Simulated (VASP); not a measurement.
Wanted: the native input for a VASP 6.6.1 run.

- Task: single point
- Functional: PBEsol
- Dispersion: D4
- Potentials or basis: VASP PAW PBE potentials, release 64 (Sn_d, O)
- Cutoff: 520 eV
- k mesh: 4 × 4 × 6
- Occupations: gaussian, width 0.02 eV
- Spin: no spin polarisation
- Dipole correction: no
- Further INCAR settings: ALGO = Normal; EDIFF = 1e-06; NBANDS = 35

The structure of SnO2 lies in POSCAR:

```
SnO2
1.0
    5.0274042000      0.0000000000      0.0000000000
    0.0000000000      5.1099111000      0.0000000000
    0.0000000000      0.0000000000      2.9395900227
Sn O
2 4
Direct
    0.5000000000      0.5000000000      0.5000000000
    0.0000000000      0.0000000000      0.0000000000
    0.2918550000      0.3210420000      0.0000000000
    0.7918550000      0.1789580000      0.5000000000
    0.2081450000      0.8210420000      0.5000000000
    0.7081450000      0.6789580000      0.0000000000
```

One way to write it, as run:

INCAR

```
SYSTEM = SnO2
ALGO = Normal
EDIFF = 1E-6
ENCUT = 520
GGA = PS
ISIF = 2
ISMEAR = 0
IVDW = 13
LASPH = .TRUE.
LCHARG = .FALSE.
LREAL = .FALSE.
LWAVE = .FALSE.
NBANDS = 35
NELM = 60
PREC = Accurate
SIGMA = 0.02
```

KPOINTS

```
k-points
0
G
  4 4 6
  0 0 0
```

Potentials or basis: VASP PAW PBE potentials, release 64 (Sn_d, O).

Launch:

```console
$ cat potpaw_PBE.64/Sn_d/POTCAR potpaw_PBE.64/O/POTCAR > POTCAR
$ mpirun -np 1 vasp_std > vasp.out
```

It gave:

```json
{
 "Pressure": "0.7 GPa",
 "Largest force": "0.174 eV/Å",
 "Band gap on the k mesh": "1.21 eV",
 "Dispersion energy per atom": "-0.146 eV"
}
```

Caveat: the PAW data sets were made with another functional, which shifts forces and pressure a little; spin-orbit coupling is left out, which moves the levels of the heavy elements.

Wall time 54 s on 1 thread of AMD EPYC 9R45 (Zen 5), on a shared host, peak memory 0.19 GiB.
